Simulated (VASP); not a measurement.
# TaN (sol) (P-6m2) in VASP: a series of runs, part 2 of 2

VASP 6.6.1.

## 4. Relaxation of cell and atoms, PBEsol

This run uses another cell than the first one, of 10.82 Å³/atom, 1.018 times its volume.

File INCAR:

```
SYSTEM = TaN
PREC     = Accurate       ! precision mode
ENCUT    = 600            ! plane-wave cutoff, eV
EDIFF    = 1E-6           ! SCF threshold, eV
ISMEAR   = 0              ! smearing method
SIGMA    = 0.1            ! smearing width, eV
LREAL    = .False.        ! projectors in reciprocal space
LASPH    = .True.         ! aspherical terms in the spheres
NELM     = 100            ! most SCF steps
ALGO     = Normal         ! electronic algorithm
ISIF     = 3              ! what is computed and relaxed
LWAVE    = .False.        ! write WAVECAR
LCHARG   = .False.        ! write CHGCAR
GGA      = PS             ! functional
IBRION   = 2              ! ionic algorithm
NSW      = 100            ! ionic steps
EDIFFG   = -0.002         ! ionic threshold
```

File KPOINTS:

```
Automatic mesh
0
Gamma
  18 18 14
  0 0 0
```

File POSCAR:

```
TaN
1.0
    2.9399421800      0.0000000000      0.0000000000
   -1.4699710900      2.5460646100      0.0000000000
    0.0000000000      0.0000000000      2.8901750800
Ta N
1 1
Direct
    0.0000000000      0.0000000000      0.5000000000
    0.6666666700      0.3333333300      0.0000000000
```

Potentials or basis: VASP PAW PBE potentials, release 64 (Ta_pv, N).

The run is started by

```bash
> cat potpaw_PBE.64/Ta_pv/POTCAR potpaw_PBE.64/N/POTCAR > POTCAR
> mpirun -np 1 vasp_std > vasp.out
```

OUTCAR:

```text
SYSTEM = TaN
   PREC = Accurate
   ENCUT = 600
   EDIFF = 1E-6
   ISMEAR = 0
   LREAL = .False.
   LASPH = .True.
   NELM = 100
   ISIF = 3
   GGA = PS
   IBRION = 2
   NSW = 100
   EDIFFG = -0.002

 ion  position               nearest neighbor table
   1  0.000  0.000  0.500-   2 2.23   2 2.23   2 2.23   2 2.23   2 2.23   2 2.23
   2  0.667  0.333  0.000-   1 2.23   1 2.23   1 2.23   1 2.23   1 2.23   1 2.23

  LATTYP: Found a hexagonal cell.
 ALAT       =     2.9399421800
 C/A-ratio  =     0.9830720821

  Lattice vectors:

 A1 = (   2.9399421800,   0.0000000000,   0.0000000000)
 A2 = (  -1.4699710900,   2.5460646100,   0.0000000000)
 A3 = (   0.0000000000,   0.0000000000,   2.8901750800)

Analysis of symmetry for initial positions (statically):
=====================================================================
 Subroutine PRICEL returns:
 Original cell was already a primitive cell.

 Routine SETGRP: Setting up the symmetry group for a
 hexagonal supercell.

 Subroutine GETGRP returns: Found 12 space group operations
 (whereof 12 operations were pure point group operations)
 out of a pool of 24 trial point group operations.

The static configuration has the point symmetry D_3h.

Analysis of symmetry for dynamics (positions and initial velocities):
=====================================================================
 Subroutine PRICEL returns:
 Original cell was already a primitive cell.

 Routine SETGRP: Setting up the symmetry group for a
 hexagonal supercell.

 Subroutine GETGRP returns: Found 12 space group operations
 (whereof 12 operations were pure point group operations)
 out of a pool of 24 trial point group operations.

The dynamic configuration has the point symmetry D_3h.

 Subroutine INISYM returns: Found 12 space group operations
 (whereof 12 operations are pure point group operations),
 and found     1 'primitive' translations

----------------------------------------------------------------------------------------

                                     Primitive cell

  volume of cell :      21.6338

  direct lattice vectors                    reciprocal lattice vectors
     2.939942180  0.000000000  0.000000000     0.340142744  0.196381505  0.000000000
    -1.469971090  2.546064610  0.000000000     0.000000000  0.392763010  0.000000000
     0.000000000  0.000000000  2.890175080     0.000000000  0.000000000  0.345999800

  length of vectors
     2.939942180  2.939942177  2.890175080     0.392763010  0.392763010  0.345999800

  position of ions in fractional coordinates (direct lattice)
     0.000000000  0.000000000  0.500000000
     0.666666670  0.333333330  0.000000000

  ion indices of the primitive-cell ions
   primitive index   ion index
                 1           1
                 2           2

----------------------------------------------------------------------------------------

 KPOINTS: Automatic mesh

Automatic generation of k-mesh.
 Grid dimensions read from file:
 generate k-points for:   18   18   14

 Generating k-lattice:

  Cartesian coordinates                     Fractional coordinates (reciprocal lattice)
     0.018896819  0.010910084  0.000000000     0.055555556  0.000000000  0.000000000
     0.000000000  0.021820167  0.000000000     0.000000000  0.055555556  0.000000000
     0.000000000  0.000000000  0.024714271     0.000000000  0.000000000  0.071428571

  Length of vectors
[... 51 lines left out ...]
   LSORBIT =      F    spin-orbit coupling
   LASPH  =      T    aspherical Exc in radial PAW
   ENCUT  =  600.0 eV  44.10 Ry    6.64 a.u.   5.87  5.87  5.77*2*pi/ulx,y,z
   NELM   =    100;   NELMIN=  2; NELMDL= -5     # of ELM steps
   EDIFF  = 0.1E-05   stopping-criterion for ELM
   LREAL  =      F    real-space projection
   EDIFFG = -.2E-02   stopping-criterion for IOM
   NSW    =    100    number of steps for IOM
   IBRION =      2    ionic relax: 0-MD 1-quasi-New 2-CG
   NFREE  =      1    steps in history (QN), initial steepest desc. (CG)
   ISIF   =      3    stress and relaxation
   ISYM   =      2    0-nonsym 1-usesym 2-fastsym
   POTIM  = 0.5000    time-step for ionic-motion
   TEBEG  =    0.0;   TEEND  =   0.0 temperature during run
   PSTRESS=    0.0 pullay stress
   NELECT =      16.0000    total number of electrons
   NUPDOWN=      -1.0000    fix difference up-down
   EMIN   =  10.00;   EMAX   =-10.00  energy-range for DOS
   EFERMI =   0.00;   METHOD = LEGACY
   ISMEAR =     0;   SIGMA  =   0.10  broadening in eV -4-tet -1-fermi 0-gaus
   EFERMI_NEDOS =   21; number of points for ismear=-14 and -15
   IALGO  =     38    algorithm
   IMIX   =      4    mixing-type and parameters
     AMIX     =   0.40;   BMIX     =  1.00
     AMIX_MAG =   1.60;   BMIX_MAG =  1.00
  volume/ion in A,a.u.               =      10.82        73.00
  Fermi-wavevector in a.u.,A,eV,Ry     =   1.480485  2.797711 29.821741  2.191836
  Thomas-Fermi vector in A             =   2.594513
   LORBIT       =      0    0 simple, 1 ext, 2 COOP (PROOUT), +10 PAW based schemes
   GGA     = PS    functional components
   LHFCALC =     F    Hartree Fock is set to
   AEXX    =    0.0000 exact exchange contribution
   IVDW    =     0    specifies the selected vdW correction
   LEPSILON=     F    determine dielectric tensor
   LRPA    =     F    only Hartree local field effects (RPA)
 conjugate gradient relaxation of ions
 non-spin polarized calculation
 Gauss-broadening in eV      SIGMA  =   0.10
  energy-cutoff  :      600.00
  volume of cell :       21.63
 maximum number of plane-waves:       738
 NGX is ok and might be reduce to    24
   NGX = 11   NGY = 11   NGZ = 11

--------------------------------------- Ionic step        1  -------------------------------------------

 number of electron      16.0000001 magnetization

 Free energy of the ion-electron system (eV)
  ---------------------------------------------------
  ext. energy  EPLUGINS =         0.00000000
  ---------------------------------------------------
  free energy    TOTEN  =       -23.80264667 eV

  energy without entropy =      -23.80239059  energy(sigma->0) =      -23.80251863

------------------------ aborting loop because EDIFF is reached ----------------------------------------

  FORCE on cell =-STRESS in cart. coord.  units (eV):
  Direction    XX          YY          ZZ          XY          YZ          ZX
  --------------------------------------------------------------------------------------
  -------------------------------------------------------------------------------------
  Total       -0.6896149     -0.6896149     -0.8732017      0.0000000      0.0000000      0.0000000
  in kB      -51.0722360    -51.0722358    -64.6685009      0.0000000      0.0000000      0.0000000
  external PRESSURE =     -55.6043242 kB  Pullay stress =       0.0000000 kB
[... 203 lines left out ...]
--------------------------------------- Ionic step        7  -------------------------------------------

 number of electron      16.0000000 magnetization

 Free energy of the ion-electron system (eV)
  ---------------------------------------------------
  ext. energy  EPLUGINS =         0.00000000
  ---------------------------------------------------
  free energy    TOTEN  =       -23.80863632 eV

  energy without entropy =      -23.80838377  energy(sigma->0) =      -23.80851004

 E-fermi :   8.1885     XC(G=0): -13.5703

 val. band max:        8.1473781678   @ k =   0.0000   0.0000   0.4286
 cond. band min:       8.2195489675   @ k =   0.0556   0.0000   0.5000
 fundamental gap:      0.0721707997
 Fermi energy:         8.1885368302

 k-point     1 :       0.0000    0.0000    0.0000
  band No.  band energies     occupation
      1     -26.5293      2.00000
      2     -26.2547      2.00000
      3     -26.2547      2.00000
      4      -9.6103      2.00000
      5       3.6060      2.00000
      6       3.6060      2.00000
      7       3.9333      2.00000
      8       5.2900      2.00000
      9      10.5271      0.00000
     10      11.8670      0.00000
     11      11.8670      0.00000
     12      12.2633      0.00000
[... 331 lines left out ...]
 k-point    24 :       0.3889    0.1111    0.0000
  band No.  band energies     occupation
      1     -27.2750      2.00000
      2     -26.5747      2.00000
      3     -26.3773      2.00000
      4      -7.2206      2.00000
      5       0.0438      2.00000
      6       3.0177      2.00000
      7       3.9141      2.00000
      8       5.9042      2.00000
      9      10.5314      0.00000
     10      11.3353      0.00000
     11      12.8671      0.00000
     12      14.3507      0.00000

 [... further k-points ...]

------------------------ aborting loop because EDIFF is reached ----------------------------------------

  FORCE on cell =-STRESS in cart. coord.  units (eV):
  Direction    XX          YY          ZZ          XY          YZ          ZX
  --------------------------------------------------------------------------------------
  -------------------------------------------------------------------------------------
  Total       -0.0015580     -0.0015580      0.0003830      0.0000000      0.0000000      0.0000000
  in kB       -0.1172059     -0.1172059      0.0288125      0.0000000      0.0000000      0.0000000
  external PRESSURE =      -0.0685331 kB  Pullay stress =       0.0000000 kB
[... 17 lines left out ...]
  FREE ENERGIE OF THE ION-ELECTRON SYSTEM (eV)
  ---------------------------------------------------
  free  energy   TOTEN  =       -23.8086363150 eV

  energy  without entropy=      -23.8083837656  energy(sigma->0) =      -23.80851004

 reached required accuracy - stopping structural energy minimisation
```

Run time: 1.7 min. Hardware: 1 thread of Intel Xeon Platinum 8488C (Sapphire Rapids), shared host; peak memory 0.23 GiB.

Results:

- Free energy: -23.8086 eV
- Relaxed volume: 10.65 Å³/atom
- Relaxed cell: a = 2.926 Å, b = 2.926 Å, c = 2.873 Å, α = 90.00°, β = 90.00°, γ = 120.00°
- Space group after relaxing (to 0.05 Å): P-6m2 (No. 187)
- Energy gained by relaxing: 3.0 meV/atom
- Ionic steps: 7
- Pressure after relaxing: 0.0 GPa
- Band gap on the k mesh: zero (band 8 reaches 8.45 eV, above the bottom of band 9 at 8.11 eV)

Step by step:
```
step  energy change (eV)  largest force (eV/Å)  pressure (GPa)  volume (Å³)
   1              0.0000                0.0000           -5.56        21.63
   2              0.0333                0.0000           15.70        20.48
   3             -0.0060                0.0000           -0.09        21.30
   4             -0.0060                0.0000            0.02        21.30
   5             -0.0060                0.0000           -0.05        21.30
   6             -0.0060                0.0000           -0.05        21.30
   7             -0.0060                0.0000           -0.01        21.30
```

Final structure:
```
Ta N
1.0
     2.92579    0.00000    0.00000
    -1.46290    2.53381    0.00000
     0.00000    0.00000    2.87277
Ta N
1 1
Direct
  0.00000 0.00000 0.50000
  0.66667 0.33333 0.00000
```

Caveat: the PAW data sets were made with another functional, which shifts forces and pressure a little; spin-orbit coupling is left out, which moves the levels of the heavy elements.

## 5. Overview

```tsv
task	cell	cutoff (eV)	smearing	gap on the mesh (eV)	pressure (GPa)	relaxed volume (Å³/atom)
single point	a = 2.924, b = 2.924, c = 2.870 Å, angles 90.0, 90.0, 120.0°, 2 atoms	520	fermi-dirac 0.15 eV	none	0.9	-
relaxation of cell and atoms	relaxed from a = 2.924, b = 2.924, c = 2.870 Å, angles 90.0, 90.0, 120.0°, 2 atoms	600	fermi-dirac 0.15 eV	none	0.0	10.65
relaxation of cell and atoms	relaxed from a = 2.940, b = 2.940, c = 2.890 Å, angles 90.0, 90.0, 120.0°, 2 atoms	600	gaussian 0.1 eV	none	0.0	10.65
```

Alike in all rows: level PBEsol; potentials or basis VASP PAW PBE potentials, release 64 (Ta_pv, N); no spin polarisation; k mesh 18 × 18 × 14.

Caveats: the PAW data sets were made with another functional, which shifts forces and pressure a little; spin-orbit coupling is left out, which moves the levels of the heavy elements.

Total energies depend on the potentials used, so only differences within one code and one set of settings carry meaning.
